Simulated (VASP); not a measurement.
# CaO (Lime) (Fm-3m) in VASP: single point with LDA

Aim: the single point of CaO (Lime) with LDA.

All numbers are computed with VASP 6.6.1; they aren't measurements. Logs are shortened: lines on timing, memory, paths and dates and some standing lists are left out, and cuts for length are marked.

### Step 1. The cell of the first run

It takes space group Fm-3m (No. 225, cubic). Conventional cell: a = 4.813 Å, b = 4.813 Å, c = 4.813 Å, α = 90.00°, β = 90.00°, γ = 90.00°. Ca (site symmetry m-3m) has 6 O at 2.41 Å within 3.2 Å. O (site symmetry m-3m) has 6 Ca at 2.41 Å within 3.2 Å.

### Step 2. Single point, LDA

Contents of INCAR:

```
PREC = Accurate ; ENCUT = 600
EDIFF = 1E-6 ; ISMEAR = 0
SIGMA = 0.01 ; LREAL = False
LASPH = True ; NELM = 120
ALGO = Normal ; ISIF = 2
LWAVE = False ; LCHARG = False
GGA = CA ; NBANDS = 15
GGA_COMPAT = False
```

Contents of KPOINTS:

```
regular mesh
0
Gamma
  6 6 6
```

Contents of POSCAR:

```
CaO
1.0
    3.4033050000      0.0000000000      0.0000000000
    1.7016525000      2.9473485868      0.0000000000
    1.7016525000      0.9824495289      2.7787868964
Ca O
1 1
Direct
    0.0000000000      0.0000000000      0.0000000000
    0.5000000000      0.5000000000      0.5000000000
```

Potentials or basis: VASP PAW LDA potentials, release 64 (Ca_sv, O).

The run is started by

```sh
cat potpaw_LDA.64/Ca_sv/POTCAR potpaw_LDA.64/O/POTCAR > POTCAR
mpirun -np 1 vasp_std > vasp.out
```

OUTCAR:

```text
PREC = Accurate
   ENCUT = 600
   EDIFF = 1E-6
   ISMEAR = 0
   LREAL = False
   LASPH = True
   NELM = 120
   ISIF = 2
   GGA = CA

 ion  position               nearest neighbor table
   1  0.000  0.000  0.000-   2 2.41   2 2.41   2 2.41   2 2.41   2 2.41   2 2.41
   2  0.500  0.500  0.500-   1 2.41   1 2.41   1 2.41   1 2.41   1 2.41   1 2.41

  LATTYP: Found a face centered cubic cell.
 ALAT       =     4.8130000879

  Lattice vectors:

 A1 = (   3.4033050000,   0.0000000000,   0.0000000000)
 A2 = (   1.7016525000,   2.9473485868,   0.0000000000)
 A3 = (   1.7016525000,   0.9824495289,   2.7787868964)

Analysis of symmetry for initial positions (statically):
=====================================================================
 Subroutine PRICEL returns:
 Original cell was already a primitive cell.

 Routine SETGRP: Setting up the symmetry group for a
 face centered cubic supercell.

 Subroutine GETGRP returns: Found 48 space group operations
 (whereof 48 operations were pure point group operations)
 out of a pool of 48 trial point group operations.

The static configuration has the point symmetry O_h .

Analysis of symmetry for dynamics (positions and initial velocities):
=====================================================================
 Subroutine PRICEL returns:
 Original cell was already a primitive cell.

 Routine SETGRP: Setting up the symmetry group for a
 face centered cubic supercell.

 Subroutine GETGRP returns: Found 48 space group operations
 (whereof 48 operations were pure point group operations)
 out of a pool of 48 trial point group operations.

The dynamic configuration has the point symmetry O_h .

 Subroutine INISYM returns: Found 48 space group operations
 (whereof 48 operations are pure point group operations),
 and found     1 'primitive' translations

----------------------------------------------------------------------------------------

                                     Primitive cell

  volume of cell :      27.8733

  direct lattice vectors                    reciprocal lattice vectors
     3.403305000  0.000000000  0.000000000     0.293832025 -0.169643999 -0.119956422
     1.701652500  2.947348587  0.000000000     0.000000000  0.339287998 -0.119956422
     1.701652500  0.982449529  2.778786896     0.000000000  0.000000000  0.359869266

  length of vectors
     3.403305000  3.403305000  3.403305000     0.359869266  0.359869266  0.359869266

  position of ions in fractional coordinates (direct lattice)
     0.000000000  0.000000000  0.000000000
     0.500000000  0.500000000  0.500000000

  ion indices of the primitive-cell ions
   primitive index   ion index
                 1           1
                 2           2

----------------------------------------------------------------------------------------

 KPOINTS: regular mesh

Automatic generation of k-mesh.
 Grid dimensions read from file:
 generate k-points for:    6    6    6

 Generating k-lattice:

  Cartesian coordinates                     Fractional coordinates (reciprocal lattice)
     0.048972004 -0.028274000 -0.019992737     0.166666667  0.000000000  0.000000000
     0.000000000  0.056548000 -0.019992737     0.000000000  0.166666667  0.000000000
     0.000000000  0.000000000  0.059978211     0.000000000  0.000000000  0.166666667

  Length of vectors
     0.059978211  0.059978211  0.059978211

  Shift w.r.t. Gamma in fractional coordinates (k-lattice)
     0.000000000  0.000000000  0.000000000

 Subroutine IBZKPT returns following result:
 ===========================================

 Found     16 irreducible k-points:

 Following reciprocal coordinates:
            Coordinates               Weight
  0.000000  0.000000  0.000000      1.000000
  0.166667  0.000000  0.000000      8.000000
  0.333333  0.000000  0.000000      8.000000
  0.500000  0.000000  0.000000      4.000000
  0.166667  0.166667  0.000000      6.000000
  0.333333  0.166667  0.000000     24.000000
[... 8 lines left out ...]
 -0.333333  0.333333  0.166667     24.000000
 -0.333333  0.500000  0.166667     12.000000
   k-points           NKPTS =     16   k-points in BZ     NKDIM =     16   number of bands    NBANDS=     15
   number of dos      NEDOS =    301   number of ions     NIONS =      2
   total plane-waves  NPLWV =  21952
   dimension x,y,z NGX =    28 NGY =   28 NGZ =   28
   dimension x,y,z NGXF=    56 NGYF=   56 NGZF=   56
   ions per type =               1   1
   NGX,Y,Z   is equivalent  to a cutoff of  13.68, 13.68, 13.68 a.u.
   NGXF,Y,Z  is equivalent  to a cutoff of  27.36, 27.36, 27.36 a.u.
 SYSTEM =  unknown system
   PREC   = accura    normal or accurate (medium, high low for compatibility)
   ISTART =      0    job   : 0-new  1-cont  2-samecut
   ICHARG =      2    charge: 1-file 2-atom 10-const
   ISPIN  =      1    spin polarized calculation?
   LNONCOLLINEAR =      F non collinear calculations
   LSORBIT =      F    spin-orbit coupling
   LASPH  =      T    aspherical Exc in radial PAW
   ENCUT  =  600.0 eV  44.10 Ry    6.64 a.u.   6.80  6.80  6.80*2*pi/ulx,y,z
   NELM   =    120;   NELMIN=  2; NELMDL= -5     # of ELM steps
   EDIFF  = 0.1E-05   stopping-criterion for ELM
   LREAL  =      F    real-space projection
   EDIFFG = 0.1E-04   stopping-criterion for IOM
   NSW    =      0    number of steps for IOM
   IBRION =     -1    ionic relax: 0-MD 1-quasi-New 2-CG
   NFREE  =      0    steps in history (QN), initial steepest desc. (CG)
   ISIF   =      2    stress and relaxation
   ISYM   =      2    0-nonsym 1-usesym 2-fastsym
   POTIM  = 0.5000    time-step for ionic-motion
   TEBEG  =    0.0;   TEEND  =   0.0 temperature during run
   PSTRESS=    0.0 pullay stress
   NELECT =      16.0000    total number of electrons
   NUPDOWN=      -1.0000    fix difference up-down
   EMIN   =  10.00;   EMAX   =-10.00  energy-range for DOS
   EFERMI =   0.00;   METHOD = LEGACY
   ISMEAR =     0;   SIGMA  =   0.01  broadening in eV -4-tet -1-fermi 0-gaus
   EFERMI_NEDOS =   21; number of points for ismear=-14 and -15
   IALGO  =     38    algorithm
   IMIX   =      4    mixing-type and parameters
     AMIX     =   0.40;   BMIX     =  1.00
     AMIX_MAG =   1.60;   BMIX_MAG =  1.00
  volume/ion in A,a.u.               =      13.94        94.05
  Fermi-wavevector in a.u.,A,eV,Ry     =   1.360564  2.571093 25.186210  1.851134
  Thomas-Fermi vector in A             =   2.487215
   LORBIT       =      0    0 simple, 1 ext, 2 COOP (PROOUT), +10 PAW based schemes
   GGA     = CA    functional components
   LHFCALC =     F    Hartree Fock is set to
   AEXX    =    0.0000 exact exchange contribution
   IVDW    =     0    specifies the selected vdW correction
   LEPSILON=     F    determine dielectric tensor
   LRPA    =     F    only Hartree local field effects (RPA)
 non-spin polarized calculation
 Gauss-broadening in eV      SIGMA  =   0.01
  energy-cutoff  :      600.00
  volume of cell :       27.87
 maximum number of plane-waves:       941
   NGX = 13   NGY = 13   NGZ = 13

 number of electron      15.9999997 magnetization

 Free energy of the ion-electron system (eV)
  ---------------------------------------------------
  ext. energy  EPLUGINS =         0.00000000
  ---------------------------------------------------
  free energy    TOTEN  =       -14.19022798 eV

  energy without entropy =      -14.19022798  energy(sigma->0) =      -14.19022798

 E-fermi :   2.1330     XC(G=0): -11.0092

 val. band max:        1.9888629370   @ k =   0.0000   0.0000   0.0000
 cond. band min:       5.4505486044   @ k =   0.5000   0.5000   0.0000
 fundamental gap:      3.4616856674
 Fermi energy:         2.1330239866

 k-point     1 :       0.0000    0.0000    0.0000
  band No.  band energies     occupation
      1     -35.0874      2.00000
      2     -16.1383      2.00000
      3     -16.1383      2.00000
      4     -16.1383      2.00000
      5     -13.2113      2.00000
      6       1.9889      2.00000
      7       1.9889      2.00000
      8       1.9889      2.00000
      9       6.5195      0.00000
     10       8.0888      0.00000
     11       8.0888      0.00000
     12       8.0888      0.00000
     13       9.6417      0.00000
     14       9.6417      0.00000
     15      16.7783      0.00000

 k-point     2 :       0.1667    0.0000    0.0000
  band No.  band energies     occupation
      1     -35.0603      2.00000
      2     -16.4942      2.00000
      3     -16.1526      2.00000
      4     -16.1526      2.00000
      5     -12.8353      2.00000
      6       1.1057      2.00000
      7       1.6315      2.00000
      8       1.6315      2.00000
      9       7.6282      0.00000
     10       8.0642      0.00000
     11       8.5566      0.00000
     12       8.5566      0.00000
     13      10.2757      0.00000
     14      10.2757      0.00000
     15      17.6942      0.00000

 k-point     3 :       0.3333    0.0000    0.0000
  band No.  band energies     occupation
      1     -35.0054      2.00000
      2     -17.0507      2.00000
      3     -16.1808      2.00000
      4     -16.1808      2.00000
      5     -12.2334      2.00000
      6      -0.1782      2.00000
      7       1.0283      2.00000
      8       1.0283      2.00000
      9       8.3939      0.00000
     10       9.5365      0.00000
     11       9.6345      0.00000
     12       9.6345      0.00000
     13      11.5844      0.00000
     14      11.5844      0.00000
     15      17.0331      0.00000
[... 199 lines left out ...]
 k-point    15 :      -0.3333    0.3333    0.1667
  band No.  band energies     occupation
      1     -34.9525      2.00000
      2     -16.9000      2.00000
      3     -16.4838      2.00000
      4     -16.3407      2.00000
      5     -12.4090      2.00000
      6       0.2311      2.00000
      7       0.8788      2.00000
      8       0.9657      2.00000
      9       8.3908      0.00000
     10       8.4025      0.00000
     11      10.6125      0.00000
     12      11.0398      0.00000
     13      12.0501      0.00000
     14      14.7231      0.00000
     15      15.4474      0.00000

 k-point    16 :      -0.3333    0.5000    0.1667
  band No.  band energies     occupation
      1     -34.9443      2.00000
      2     -16.6741      2.00000
      3     -16.5312      2.00000
      4     -16.4774      2.00000
      5     -12.6566      2.00000
      6       0.7623      2.00000
      7       0.8964      2.00000
      8       1.1645      2.00000
      9       6.8630      0.00000
     10       9.5462      0.00000
     11      10.2813      0.00000
     12      11.5041      0.00000
     13      11.6551      0.00000
     14      14.7311      0.00000
     15      15.3394      0.00000

------------------------ aborting loop because EDIFF is reached ----------------------------------------

  FORCE on cell =-STRESS in cart. coord.  units (eV):
  Direction    XX          YY          ZZ          XY          YZ          ZX
  --------------------------------------------------------------------------------------
  -------------------------------------------------------------------------------------
  Total       -1.1727550     -1.1727550     -1.1727550     -0.0000000      0.0000000      0.0000000
  in kB      -67.4109183    -67.4109183    -67.4109183     -0.0000000      0.0000000      0.0000000
  external PRESSURE =     -67.4109183 kB  Pullay stress =       0.0000000 kB

 VOLUME and BASIS-vectors are now :
 -----------------------------------------------------------------------------
  energy-cutoff  :      600.00
  volume of cell :       27.87
      direct lattice vectors                 reciprocal lattice vectors
     3.403305000  0.000000000  0.000000000     0.293832025 -0.169643999 -0.119956422
     1.701652500  2.947348587  0.000000000     0.000000000  0.339287998 -0.119956422
     1.701652500  0.982449529  2.778786896     0.000000000  0.000000000  0.359869266

 POSITION                                       TOTAL-FORCE (eV/Angst)
 -----------------------------------------------------------------------------------
      0.00000      0.00000      0.00000        -0.000000      0.000000      0.000000
      3.40331      1.96490      1.38939         0.000000     -0.000000      0.000000
 -----------------------------------------------------------------------------------
    total drift:                                0.000000      0.000000      0.000000

  FREE ENERGIE OF THE ION-ELECTRON SYSTEM (eV)
  ---------------------------------------------------
  free  energy   TOTEN  =       -14.1902279842 eV

  energy  without entropy=      -14.1902279842  energy(sigma->0) =      -14.19022798
```

Run time: 13 s. Hardware: 1 thread of Intel Xeon 8259CL, shared host; peak memory 0.14 GiB.

Results:

```
Free energy            : -14.1902 eV
Pressure               : -6.7 GPa
Band gap on the k mesh : 3.46 eV, indirect (least direct gap 3.84 eV)
```

Levels at points of the mesh, in eV from the valence-band top:
```
           k point  band 5  band 6  band 7  band 8  band 9  band 10  band 11  band 12
(0.00, 0.00, 0.00)  -15.20    0.00    0.00    0.00    4.53     6.10     6.10     6.10
(0.50, 0.00, 0.00)  -13.96   -2.70   -1.22   -1.22    6.94     8.28     8.28     8.28
(0.50, 0.50, 0.00)  -14.95   -1.31   -0.38   -0.38    3.46     7.98     8.85     9.51
```

A k mesh can miss the band edges.
